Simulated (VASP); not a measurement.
# Ga2O3 (R-3c) in VASP: a series of runs, part 2 of 2

VASP 6.6.1.

### 4 Single point, PBE (uniaxial z strain -1.0%)

Input file INCAR:

```
SYSTEM = Ga2O3
ALGO = Normal
EDIFF = 1E-7
ENCUT = 520
GGA = PE
ISIF = 2
ISMEAR = -1
LASPH = .TRUE.
LCHARG = .FALSE.
LREAL = .FALSE.
LWAVE = .FALSE.
NBANDS = 55
NELM = 80
PREC = Accurate
SIGMA = 0.02
```

Input file KPOINTS:

```
k-points
0
G
  6 6 6
  0 0 0
```

Input file POSCAR:

```
Ga2O3
1.0
    2.4922617722      1.4389080051      4.4358325028
   -2.4922617722      1.4389080051      4.4358325028
    0.0000000000     -2.8778160102      4.4358325028
Ga O
4 6
Direct
    0.8557869470      0.8557869470      0.8557869470
    0.6442130530      0.6442130530      0.6442130530
    0.1442130530      0.1442130530      0.1442130530
    0.3557869470      0.3557869470      0.3557869470
    0.7500000000      0.4465234942      0.0534765058
    0.4465234942      0.0534765058      0.7500000000
    0.0534765058      0.7500000000      0.4465234942
    0.2500000000      0.5534765058      0.9465234942
    0.9465234942      0.2500000000      0.5534765058
    0.5534765058      0.9465234942      0.2500000000
```

Potentials or basis: VASP PAW PBE potentials, release 64 (Ga_d, O).

The run is started by

```bash
$ cat potpaw_PBE.64/Ga_d/POTCAR potpaw_PBE.64/O/POTCAR > POTCAR
$ mpirun -np 1 vasp_std > vasp.out
```

OUTCAR:

```text
SYSTEM = Ga2O3
   EDIFF = 1E-7
   ENCUT = 520
   GGA = PE
   ISIF = 2
   ISMEAR = -1
   LASPH = .TRUE.
   LREAL = .FALSE.
   NELM = 80
   PREC = Accurate

 ion  position               nearest neighbor table
   1  0.856  0.856  0.856-   8 1.92  10 1.92   9 1.92   6 2.07   7 2.07   5 2.07   2 2.82
   2  0.644  0.644  0.644-   9 1.92  10 1.92   8 1.92   6 2.07   7 2.07   5 2.07   1 2.82
   3  0.144  0.144  0.144-   5 1.92   6 1.92   7 1.92  10 2.07   9 2.07   8 2.07   4 2.82
   4  0.356  0.356  0.356-   7 1.92   6 1.92   5 1.92  10 2.07   9 2.07   8 2.07   3 2.82
   5  0.750  0.447  0.053-   3 1.92   4 1.92   1 2.07   2 2.07
   6  0.447  0.053  0.750-   3 1.92   4 1.92   1 2.07   2 2.07
   7  0.053  0.750  0.447-   4 1.92   3 1.92   1 2.07   2 2.07
   8  0.250  0.553  0.947-   1 1.92   2 1.92   3 2.07   4 2.07
   9  0.947  0.250  0.553-   2 1.92   1 1.92   3 2.07   4 2.07
  10  0.553  0.947  0.250-   1 1.92   2 1.92   3 2.07   4 2.07

  LATTYP: Found a trigonal (rhomboedric) cell.
 ALAT       =     5.2875736384
 COS(alpha) =     0.5556712137

  Lattice vectors:

 A1 = (   2.4922617722,   1.4389080051,   4.4358325028)
 A2 = (  -2.4922617722,   1.4389080051,   4.4358325028)
 A3 = (   0.0000000000,  -2.8778160102,   4.4358325028)

Analysis of symmetry for initial positions (statically):
=====================================================================
 Subroutine PRICEL returns:
 Original cell was already a primitive cell.

 Routine SETGRP: Setting up the symmetry group for a
 trigonal (rhombohedral) supercell.

 Subroutine GETGRP returns: Found 12 space group operations
 (whereof  6 operations were pure point group operations)
 out of a pool of 12 trial point group operations.

The static configuration has the point symmetry S_6 .
 The point group associated with its full space group is D_3d.

Analysis of symmetry for dynamics (positions and initial velocities):
=====================================================================
 Subroutine PRICEL returns:
[... 148 lines left out ...]
  Fermi-wavevector in a.u.,A,eV,Ry     =   1.593375  3.011042 34.543073  2.538844
  Thomas-Fermi vector in A             =   2.691615
   LORBIT       =      0    0 simple, 1 ext, 2 COOP (PROOUT), +10 PAW based schemes
   GGA     = PE    functional components
   LHFCALC =     F    Hartree Fock is set to
   AEXX    =    0.0000 exact exchange contribution
   IVDW    =     0    specifies the selected vdW correction
   LEPSILON=     F    determine dielectric tensor
   LRPA    =     F    only Hartree local field effects (RPA)
 non-spin polarized calculation
  energy-cutoff  :      520.00
  volume of cell :       95.44
 maximum number of plane-waves:      2597
   NGX = 19   NGY = 19   NGZ = 19

 number of electron      87.9999988 magnetization

 Free energy of the ion-electron system (eV)
  ---------------------------------------------------
  ext. energy  EPLUGINS =         0.00000000
  ---------------------------------------------------
  free energy    TOTEN  =       -59.17351078 eV

  energy without entropy =      -59.17351078  energy(sigma->0) =      -59.17351078

 E-fermi :   5.1369     XC(G=0): -12.2605

 val. band max:        4.6698635903   @ k =  -0.1667   0.1667   0.0000
 cond. band min:       7.6083405860   @ k =   0.0000   0.0000   0.0000
 fundamental gap:      2.9384769958
 Fermi energy:         5.1368859276

 k-point     1 :       0.0000    0.0000    0.0000
  band No.  band energies     occupation
      1     -14.4288      2.00000
      2     -12.3749      2.00000
      3     -12.3749      2.00000
      4     -12.3313      2.00000
      5     -12.3313      2.00000
      6     -12.3206      2.00000
[... 1381 lines left out ...]
     54      16.8160      0.00000
     55      17.1274      0.00000

 [... further k-points ...]
[... 5 lines left out ...]
  --------------------------------------------------------------------------------------
  -------------------------------------------------------------------------------------
  Total        7.4107231      7.4107231      7.9401002      0.0000000      0.0000000      0.0000000
  in kB      124.3993449    124.3993449    133.2856801      0.0000000      0.0000000      0.0000000
  external PRESSURE =     127.3614567 kB  Pullay stress =       0.0000000 kB

 VOLUME and BASIS-vectors are now :
 -----------------------------------------------------------------------------
  energy-cutoff  :      520.00
  volume of cell :       95.44
      direct lattice vectors                 reciprocal lattice vectors
     2.492261772  1.438908005  4.435832503     0.200620980  0.115828577  0.075145609
    -2.492261772  1.438908005  4.435832503    -0.200620980  0.115828577  0.075145609
     0.000000000 -2.877816010  4.435832503     0.000000000 -0.231657154  0.075145609

 POSITION                                       TOTAL-FORCE (eV/Angst)
 -----------------------------------------------------------------------------------
      0.00000      0.00000     11.38838         0.000000     -0.000000      0.085179
      0.00000      0.00000      8.57286         0.000000     -0.000000     -0.085179
      0.00000      0.00000      1.91911         0.000000     -0.000000     -0.085179
      0.00000      0.00000      4.73463         0.000000     -0.000000      0.085179
      0.75634      1.56779      5.54479        -0.007724      0.013378     -0.000000
      0.97958     -1.43891      5.54479         0.015447     -0.000000     -0.000000
     -1.73592     -0.12888      5.54479        -0.007724     -0.013378     -0.000000
     -0.75634     -1.56779      7.76271         0.007724     -0.013378     -0.000000
      1.73592      0.12888      7.76271         0.007724      0.013378     -0.000000
     -0.97958      1.43891      7.76271        -0.015447     -0.000000     -0.000000
 -----------------------------------------------------------------------------------
    total drift:                               -0.000000     -0.000000      0.000000

  FREE ENERGIE OF THE ION-ELECTRON SYSTEM (eV)
  ---------------------------------------------------
  free  energy   TOTEN  =       -59.1735107772 eV

  energy  without entropy=      -59.1735107772  energy(sigma->0) =      -59.17351078
```

Wall time 98 s (1 thread of Intel Xeon 6975P-C (Granite Rapids), shared host); peak memory 0.3 GiB.

What came out:

```
Free energy            : -59.1735 eV
Pressure               : 12.7 GPa
Largest force          : 0.085 eV/Å
Band gap on the k mesh : 2.94 eV (least direct gap 3.21 eV)
```

Forces in eV/Å, atoms in the order of the input:
```
Ga   0.000  0.000  0.085
Ga   0.000  0.000 -0.085
Ga   0.000  0.000 -0.085
Ga   0.000  0.000  0.085
O   -0.008  0.013  0.000
O    0.015  0.000  0.000
O   -0.008 -0.013  0.000
O    0.008 -0.013  0.000
O    0.008  0.013  0.000
O   -0.015  0.000  0.000
```

Caveat: the cell differs from its parent crystal (uniaxial z strain -1.0%); the cell stands under pressure. A k mesh can miss the band edges.

### 5 Single point, PBE (uniaxial z strain +1.0%)

Input file INCAR:

```
SYSTEM = Ga2O3
  PREC = Accurate
  ENCUT = 520
  EDIFF = 1E-7
  ISMEAR = -1
  SIGMA = 0.02
  LREAL = .FALSE.
  LASPH = .TRUE.
  NELM = 60
  ALGO = Normal
  ISIF = 2
  LWAVE = .FALSE.
  LCHARG = .FALSE.
  GGA = PE
  NBANDS = 55
```

Input file KPOINTS:

```
regular mesh
0
G
  6 6 6
  0 0 0
```

Input file POSCAR:

```
Ga2O3
1.0
    2.4922617722      1.4389080051      4.5254452807
   -2.4922617722      1.4389080051      4.5254452807
    0.0000000000     -2.8778160102      4.5254452807
Ga O
4 6
Direct
    0.8550378449      0.8550378449      0.8550378449
    0.6449621551      0.6449621551      0.6449621551
    0.1449621551      0.1449621551      0.1449621551
    0.3550378449      0.3550378449      0.3550378449
    0.7500000000      0.4462220864      0.0537779136
    0.4462220864      0.0537779136      0.7500000000
    0.0537779136      0.7500000000      0.4462220864
    0.2500000000      0.5537779136      0.9462220864
    0.9462220864      0.2500000000      0.5537779136
    0.5537779136      0.9462220864      0.2500000000
```

The run is started by

```bash
$ cat potpaw_PBE.64/Ga_d/POTCAR potpaw_PBE.64/O/POTCAR > POTCAR
$ mpirun -np 1 vasp_std > vasp.out
```

It took 99 s on 1 thread of Intel Xeon 6975P-C (Granite Rapids), shared host; peak memory 0.29 GiB.

It converged, with:

| Item | Value |
| --- | --- |
| Free energy | -59.2889 eV |
| Pressure | 8.2 GPa |
| Largest force | 0.065 eV/Å |
| Band gap on the k mesh | 2.75 eV (least direct gap 2.98 eV) |

Forces on the atoms (eV/Å):
```
Ga   0.000  0.000  0.065
Ga   0.000  0.000 -0.065
Ga   0.000  0.000 -0.065
Ga   0.000  0.000  0.065
O   -0.011  0.018  0.000
O    0.021  0.000  0.000
O   -0.011 -0.018  0.000
O    0.011 -0.018  0.000
O    0.011  0.018  0.000
O   -0.021  0.000  0.000
```

Stress tensor (GPa, compression positive):
```
9.36 0.00 0.00
0.00 9.36 0.00
0.00 0.00 5.96
```

Levels at points of the mesh, in eV from the valence-band top:
```
           k point  band 42  band 43  band 44  band 45  band 46  band 47
(0.00, 0.00, 0.00)    -0.28    -0.23    -0.23     2.75     6.59     6.86
(0.50, 0.00, 0.00)    -0.98    -0.17    -0.17     6.31     6.31     6.70
(0.50, 0.50, 0.00)    -0.72    -0.27    -0.15     6.47     6.67     7.59
(0.50, 0.50, 0.50)    -0.27    -0.27    -0.27     5.81     5.81     7.77
```

Caveat: the cell differs from its parent crystal (uniaxial z strain +1.0%); the cell stands under pressure. A k mesh can miss the band edges.

### 6 Single point, PBE (uniaxial z strain +2.0%)

Input file INCAR:

```
PREC = Accurate
ENCUT = 520
EDIFF = 1E-6
ISMEAR = -1
SIGMA = 0.02
LREAL = False
LASPH = True
NELM = 100
ALGO = Normal
ISIF = 2
LWAVE = False
LCHARG = False
GGA = PE
NBANDS = 55
```

Input file KPOINTS:

```
regular mesh
0
Gamma
  6 6 6
```

Input file POSCAR:

```
Ga2O3
1.0
    2.4922617722      1.4389080051      4.5702516696
   -2.4922617722      1.4389080051      4.5702516696
    0.0000000000     -2.8778160102      4.5702516696
Ga O
4 6
Direct
    0.8547071878      0.8547071878      0.8547071878
    0.6452928122      0.6452928122      0.6452928122
    0.1452928122      0.1452928122      0.1452928122
    0.3547071878      0.3547071878      0.3547071878
    0.7500000000      0.4460659207      0.0539340793
    0.4460659207      0.0539340793      0.7500000000
    0.0539340793      0.7500000000      0.4460659207
    0.2500000000      0.5539340793      0.9460659207
    0.9460659207      0.2500000000      0.5539340793
    0.5539340793      0.9460659207      0.2500000000
```

Potentials or basis: VASP PAW PBE potentials, release 64 (Ga_d, O).

The run is started by

```bash
$ cat potpaw_PBE.64/Ga_d/POTCAR potpaw_PBE.64/O/POTCAR > POTCAR
$ mpirun -np 1 vasp_std > vasp.out
```

Run time: 87 s. Hardware: 1 thread of Intel Xeon 6975P-C (Granite Rapids), shared host; peak memory 0.3 GiB.

It converged, with:

```yaml
Free_energy: -59.3142 eV
Pressure: 6.2 GPa
Largest_force: 0.054 eV/Å
Band_gap_on_the_k_mesh: 2.64 eV (least direct gap 2.86 eV)
```

Forces on the atoms (eV/Å):
```
Ga   0.000  0.000  0.054
Ga   0.000  0.000 -0.054
Ga   0.000  0.000 -0.054
Ga   0.000  0.000  0.054
O   -0.012  0.021  0.000
O    0.025  0.000  0.000
O   -0.012 -0.021  0.000
O    0.012 -0.021  0.000
O    0.012  0.021  0.000
O   -0.025  0.000  0.000
```

Stress tensor (GPa, compression positive):
```
8.05 0.00 0.00
0.00 8.05 0.00
0.00 0.00 2.51
```

Levels at points of the mesh, in eV from the valence-band top:
```tsv
k point	band 42	band 43	band 44	band 45	band 46	band 47
(0.00, 0.00, 0.00)	-0.25	-0.22	-0.22	2.64	6.47	6.84
(0.50, 0.00, 0.00)	-0.98	-0.18	-0.18	6.18	6.18	6.62
(0.50, 0.50, 0.00)	-0.74	-0.29	-0.16	6.34	6.56	7.54
(0.50, 0.50, 0.50)	-0.25	-0.25	-0.25	5.72	5.72	7.66
```

Caveat: the cell differs from its parent crystal (uniaxial z strain +2.0%); the stress differs along the axes, from 3 to 8 GPa. A k mesh can miss the band edges.

### 7 Summary

```csv
cell,gap on the mesh (eV),pressure (GPa),largest force (eV/Å)
"a = 5.213 Å, angles 57.1°, 10 atoms, uniaxial z strain -3.0%",3.10,17.7,0.11
"a = 5.250 Å, angles 56.7°, 10 atoms, uniaxial z strain -2.0%",3.02,15.2,0.10
"a = 5.288 Å, angles 56.2°, 10 atoms, uniaxial z strain -1.0%",2.94,12.7,0.09
"a = 5.363 Å, angles 55.4°, 10 atoms, uniaxial z strain +1.0%",2.75,8.2,0.06
"a = 5.401 Å, angles 55.0°, 10 atoms, uniaxial z strain +2.0%",2.64,6.2,0.05
```

Alike in all rows: task single point; level PBE; potentials or basis VASP PAW PBE potentials, release 64 (Ga_d, O); no spin polarisation; k mesh 6 × 6 × 6; cutoff (eV) 520; smearing fermi-dirac 0.02 eV.

Caveats: the cell stands under pressure (at least some runs); the stress differs along the axes, from 16 to 21 GPa (at least some runs); the stress differs along the axes, from 3 to 8 GPa (at least some runs).

Absolute energies hang on the potentials; compare differences alone.
